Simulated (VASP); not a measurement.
# W (Im-3m) in VASP: single point with r2SCAN

Aim: the single point of W with r2SCAN.

Everything below comes from runs of VASP 6.6.1. Logs are shortened: lines on timing, memory, paths and dates and some standing lists are left out, and cuts for length are marked.

## (1) The cell of the first run

The structure is cubic, space group Im-3m (No. 229). The conventional cell has a = 3.247 Å, b = 3.247 Å, c = 3.247 Å, α = 90.00°, β = 90.00°, γ = 90.00°. Within 3.7 Å of W (site symmetry m-3m) lie 14 W at 2.81 to 3.25 Å.

## (2) Single point, r2SCAN

Contents of POSCAR:

```
W
1.0
   -1.6235483700      1.6235483700      1.6235483700
    1.6235483700     -1.6235483700      1.6235483700
    1.6235483700      1.6235483700     -1.6235483700
W
1
Direct
    0.0000000000      0.0000000000      0.0000000000
```

Contents of INCAR.step1:

```
  PREC = Accurate
  ENCUT = 520
  ISMEAR = -1
  SIGMA = 0.1
  LREAL = F
  LASPH = T
  NELM = 80
  NBANDS = 13
  GGA = PE
  ALGO = Normal
  EDIFF = 1E-4
  LWAVE = T
  LCHARG = F
```

Contents of INCAR.step2:

```
  PREC = Accurate
  ENCUT = 520
  EDIFF = 1E-7
  ISMEAR = -1
  SIGMA = 0.1
  LREAL = F
  LASPH = T
  NELM = 80
  ALGO = Normal
  ISIF = 2
  LWAVE = F
  LCHARG = F
  METAGGA = R2SCAN
  LMIXTAU = T
  NBANDS = 13
  ISTART = 1
```

Contents of KPOINTS:

```
regular mesh
0
Gamma
  14 14 14
```

Potentials or basis: VASP PAW PBE potentials, release 64 (W_sv).

Started as:

```
$ cat potpaw_PBE.64/W_sv/POTCAR > POTCAR
$ cp INCAR.step1 INCAR
$ mpirun -np 1 vasp_std > vasp.out
$ cp INCAR.step2 INCAR
$ mpirun -np 1 vasp_std > vasp.out
```

OUTCAR:

```text
PREC = Accurate
   ENCUT = 520
   EDIFF = 1E-7
   ISMEAR = -1
   LREAL = F
   LASPH = T
   NELM = 80
   ISIF = 2
   METAGGA = R2SCAN
   ISTART = 1

 ion  position               nearest neighbor table
   1  0.000  0.000  0.000-

  LATTYP: Found a body centered cubic cell.
 ALAT       =     3.2470967400

  Lattice vectors:

 A1 = (  -1.6235483700,   1.6235483700,   1.6235483700)
 A2 = (   1.6235483700,  -1.6235483700,   1.6235483700)
 A3 = (   1.6235483700,   1.6235483700,  -1.6235483700)

Analysis of symmetry for initial positions (statically):
=====================================================================
 Subroutine PRICEL returns:
 Original cell was already a primitive cell.

 Routine SETGRP: Setting up the symmetry group for a
 body centered cubic supercell.

 Subroutine GETGRP returns: Found 48 space group operations
 (whereof 48 operations were pure point group operations)
 out of a pool of 48 trial point group operations.

The static configuration has the point symmetry O_h .

Analysis of symmetry for dynamics (positions and initial velocities):
=====================================================================
 Subroutine PRICEL returns:
 Original cell was already a primitive cell.

 Routine SETGRP: Setting up the symmetry group for a
 body centered cubic supercell.

 Subroutine GETGRP returns: Found 48 space group operations
 (whereof 48 operations were pure point group operations)
 out of a pool of 48 trial point group operations.

The dynamic configuration has the point symmetry O_h .

 Subroutine INISYM returns: Found 48 space group operations
 (whereof 48 operations are pure point group operations),
 and found     1 'primitive' translations

----------------------------------------------------------------------------------------

                                     Primitive cell

  volume of cell :      17.1181

  direct lattice vectors                    reciprocal lattice vectors
    -1.623548370  1.623548370  1.623548370     0.000000000  0.307967418  0.307967418
     1.623548370 -1.623548370  1.623548370     0.307967418  0.000000000  0.307967418
     1.623548370  1.623548370 -1.623548370     0.307967418  0.307967418  0.000000000

  length of vectors
     2.812068265  2.812068265  2.812068265     0.435531700  0.435531700  0.435531700

  position of ions in fractional coordinates (direct lattice)
     0.000000000  0.000000000  0.000000000

  ion indices of the primitive-cell ions
   primitive index   ion index
                 1           1

----------------------------------------------------------------------------------------

 KPOINTS: regular mesh

Automatic generation of k-mesh.
 Grid dimensions read from file:
 generate k-points for:   14   14   14

 Generating k-lattice:

  Cartesian coordinates                     Fractional coordinates (reciprocal lattice)
     0.000000000  0.021997673  0.021997673     0.071428571  0.000000000  0.000000000
     0.021997673  0.000000000  0.021997673     0.000000000  0.071428571  0.000000000
     0.021997673  0.021997673  0.000000000     0.000000000  0.000000000  0.071428571

  Length of vectors
     0.031109407  0.031109407  0.031109407

  Shift w.r.t. Gamma in fractional coordinates (k-lattice)
     0.000000000  0.000000000  0.000000000

 Subroutine IBZKPT returns following result:
 ===========================================

 Found    104 irreducible k-points:

 Following reciprocal coordinates:
            Coordinates               Weight
  0.000000  0.000000  0.000000      1.000000
  0.071429  0.000000  0.000000     12.000000
  0.142857  0.000000  0.000000     12.000000
  0.214286  0.000000  0.000000     12.000000
  0.285714  0.000000  0.000000     12.000000
  0.357143  0.000000  0.000000     12.000000
[... 16 lines left out ...]
  0.285714  0.285714  0.000000     24.000000
  0.357143  0.285714  0.000000     24.000000
 [... further k-points ...]
   k-points           NKPTS =    104   k-points in BZ     NKDIM =    104   number of bands    NBANDS=     13
   number of dos      NEDOS =    301   number of ions     NIONS =      1
   total plane-waves  NPLWV =  13824
   dimension x,y,z NGX =    24 NGY =   24 NGZ =   24
   dimension x,y,z NGXF=    48 NGYF=   48 NGZF=   48
   ions per type =               1
   NGX,Y,Z   is equivalent  to a cutoff of  14.19, 14.19, 14.19 a.u.
   NGXF,Y,Z  is equivalent  to a cutoff of  28.38, 28.38, 28.38 a.u.
 SYSTEM =  unknown system
   PREC   = accura    normal or accurate (medium, high low for compatibility)
   ISTART =      1    job   : 0-new  1-cont  2-samecut
   ICHARG =      0    charge: 1-file 2-atom 10-const
   ISPIN  =      1    spin polarized calculation?
   LNONCOLLINEAR =      F non collinear calculations
   LSORBIT =      F    spin-orbit coupling
   LASPH  =      T    aspherical Exc in radial PAW
   ENCUT  =  520.0 eV  38.22 Ry    6.18 a.u.   5.23  5.23  5.23*2*pi/ulx,y,z
   NELM   =     80;   NELMIN=  2; NELMDL=  0     # of ELM steps
   EDIFF  = 0.1E-06   stopping-criterion for ELM
   LREAL  =      F    real-space projection
   EDIFFG = 0.1E-05   stopping-criterion for IOM
   NSW    =      0    number of steps for IOM
   IBRION =     -1    ionic relax: 0-MD 1-quasi-New 2-CG
   NFREE  =      0    steps in history (QN), initial steepest desc. (CG)
   ISIF   =      2    stress and relaxation
   ISYM   =      2    0-nonsym 1-usesym 2-fastsym
   POTIM  = 0.5000    time-step for ionic-motion
   TEBEG  =    0.0;   TEEND  =   0.0 temperature during run
   PSTRESS=    0.0 pullay stress
   NELECT =      14.0000    total number of electrons
   NUPDOWN=      -1.0000    fix difference up-down
   EMIN   =  10.00;   EMAX   =-10.00  energy-range for DOS
   EFERMI =   0.00;   METHOD = LEGACY
   ISMEAR =    -1;   SIGMA  =   0.10  broadening in eV -4-tet -1-fermi 0-gaus
   EFERMI_NEDOS =   21; number of points for ismear=-14 and -15
   IALGO  =     38    algorithm
   IMIX   =      4    mixing-type and parameters
     AMIX     =   0.40;   BMIX     =  1.00
     AMIX_MAG =   1.60;   BMIX_MAG =  1.00
  volume/ion in A,a.u.               =      17.12       115.52
  Fermi-wavevector in a.u.,A,eV,Ry     =   1.530966  2.893107 31.890119  2.343858
  Thomas-Fermi vector in A             =   2.638376
   LORBIT       =      0    0 simple, 1 ext, 2 COOP (PROOUT), +10 PAW based schemes
   METAGGA = R2SCAN    functional components
   LHFCALC =     F    Hartree Fock is set to
   AEXX    =    0.0000 exact exchange contribution
   IVDW    =     0    specifies the selected vdW correction
   LEPSILON=     F    determine dielectric tensor
   LRPA    =     F    only Hartree local field effects (RPA)
 non-spin polarized calculation
  energy-cutoff  :      520.00
  volume of cell :       17.12
 maximum number of plane-waves:       474
 NGX is ok and might be reduce to    24
   NGX = 11   NGY = 11   NGZ = 11

 number of electron      13.9999998 magnetization

 Free energy of the ion-electron system (eV)
  ---------------------------------------------------
  ext. energy  EPLUGINS =         0.00000000
  ---------------------------------------------------
  free energy    TOTEN  =       -51.28270079 eV

  energy without entropy =      -51.26744412  energy(sigma->0) =      -51.27507246

 E-fermi :  10.2400     XC(G=0): -14.4690

 val. band max:       10.1601464117   @ k =  -0.4286  -0.4286   0.2857
 cond. band min:      10.2679021460   @ k =  -0.4286   0.5000   0.2857
 fundamental gap:      0.1077557343
 Fermi energy:        10.2400221615

 k-point     1 :       0.0000    0.0000    0.0000
  band No.  band energies     occupation
      1     -66.0218      2.00000
      2     -28.9872      2.00000
      3     -28.9872      2.00000
      4     -28.9872      2.00000
      5       0.5202      2.00000
      6       9.0461      1.99999
      7       9.0461      1.99999
      8       9.0461      1.99999
      9      12.5921      0.00000
     10      12.5921      0.00000
     11      25.2913      0.00000
     12      25.2913      0.00000
     13      25.2913      0.00000

 k-point     2 :       0.0714    0.0000    0.0000
  band No.  band energies     occupation
      1     -66.0165      2.00000
      2     -29.0435      2.00000
      3     -29.0050      2.00000
      4     -28.9874      2.00000
      5       0.7550      2.00000
      6       8.9063      2.00000
      7       9.0115      1.99999
      8       9.2699      1.99988
      9      12.3778      0.00000
     10      12.5933      0.00000
     11      25.4780      0.00000
     12      25.6924      0.00000
     13      25.8072      0.00000

 k-point     3 :       0.1429    0.0000    0.0000
  band No.  band energies     occupation
      1     -66.0016      2.00000
      2     -29.1990      2.00000
      3     -29.0546      2.00000
      4     -28.9878      2.00000
      5       1.4206      2.00000
      6       8.5373      2.00000
      7       8.8521      2.00000
      8       9.9286      1.91498
      9      11.9986      0.00000
     10      12.6137      0.00000
     11      25.8398      0.00000
     12      26.8387      0.00000
     13      26.9024      0.00000

 k-point     4 :       0.2143    0.0000    0.0000
  band No.  band energies     occupation
      1     -65.9801      2.00000
      2     -29.4183      2.00000
      3     -29.1254      2.00000
      4     -28.9885      2.00000
      5       2.3847      2.00000
      6       8.0530      2.00000
      7       8.5495      2.00000
      8      10.9826      0.00119
      9      11.8681      0.00000
     10      12.6889      0.00000
     11      25.6992      0.00000
     12      27.1016      0.00000
     13      28.5945      0.00000

 k-point     5 :       0.2857    0.0000    0.0000
  band No.  band energies     occupation
      1     -65.9562      2.00000
      2     -29.6547      2.00000
      3     -29.2031      2.00000
      4     -28.9893      2.00000
      5       3.3672      2.00000
      6       7.5688      2.00000
      7       8.4123      2.00000
      8      12.0422      0.00000
      9      12.3537      0.00000
     10      12.8420      0.00000
     11      24.6621      0.00000
     12      25.4348      0.00000
     13      30.7951      0.00000
[... 257 lines left out ...]
 k-point    22 :       0.3571    0.2143    0.0000
  band No.  band energies     occupation
      1     -65.9060      2.00000
      2     -29.9025      2.00000
      3     -29.4991      2.00000
      4     -29.1002      2.00000
      5       5.4212      2.00000
      6       7.0605      2.00000
      7       8.4821      2.00000
      8      12.2876      0.00000
      9      13.4627      0.00000
     10      18.0518      0.00000
     11      19.2581      0.00000
     12      23.2177      0.00000
     13      26.2781      0.00000

 k-point    23 :       0.2857    0.2857    0.0000
  band No.  band energies     occupation
      1     -65.9048      2.00000
      2     -29.8446      2.00000
      3     -29.5620      2.00000
      4     -29.1139      2.00000
      5       5.7982      2.00000
      6       7.1356      2.00000
      7       7.9799      2.00000
      8      12.4391      0.00000
      9      13.2356      0.00000
     10      18.4165      0.00000
     11      19.2342      0.00000
     12      22.9632      0.00000
     13      26.8515      0.00000

 k-point    24 :       0.3571    0.2857    0.0000
  band No.  band energies     occupation
      1     -65.9014      2.00000
      2     -29.8038      2.00000
      3     -29.6413      2.00000
      4     -29.1196      2.00000
      5       5.9196      2.00000
      6       7.2689      2.00000
      7       7.8845      2.00000
      8      12.6725      0.00000
      9      13.2117      0.00000
     10      18.2710      0.00000
     11      19.8308      0.00000
     12      21.8977      0.00000
     13      27.2418      0.00000

 [... further k-points ...]
[... 5 lines left out ...]
  --------------------------------------------------------------------------------------
  -------------------------------------------------------------------------------------
  Total       -2.0442855     -2.0442855     -2.0442855     -0.0000000     -0.0000000      0.0000000
  in kB     -191.3358939   -191.3358939   -191.3358939     -0.0000000     -0.0000000      0.0000000
  external PRESSURE =    -191.3358939 kB  Pullay stress =       0.0000000 kB

 VOLUME and BASIS-vectors are now :
 -----------------------------------------------------------------------------
  energy-cutoff  :      520.00
  volume of cell :       17.12
      direct lattice vectors                 reciprocal lattice vectors
    -1.623548370  1.623548370  1.623548370     0.000000000  0.307967418  0.307967418
     1.623548370 -1.623548370  1.623548370     0.307967418  0.000000000  0.307967418
     1.623548370  1.623548370 -1.623548370     0.307967418  0.307967418  0.000000000

 POSITION                                       TOTAL-FORCE (eV/Angst)
 -----------------------------------------------------------------------------------
      0.00000      0.00000      0.00000        -0.000000     -0.000000      0.000000
 -----------------------------------------------------------------------------------
    total drift:                               -0.000000      0.000000      0.000000

  FREE ENERGIE OF THE ION-ELECTRON SYSTEM (eV)
  ---------------------------------------------------
  free  energy   TOTEN  =       -51.2827007914 eV

  energy  without entropy=      -51.2674441192  energy(sigma->0) =      -51.27507246
```

It took 41 s on 1 thread of Intel Xeon Platinum 8559C (Emerald Rapids), shared host; peak memory 0.15 GiB.

Results:

```yaml
Free_energy: -51.2827 eV
Pressure: -19.1 GPa
Band_gap_on_the_k_mesh: zero (band 7 reaches 14.99 eV, above the bottom of band 8 at 9.05 eV)
```

Caveat: the PAW data sets were made with another functional, which shifts forces and pressure a little; spin-orbit coupling is left out, which moves the levels of the heavy elements.
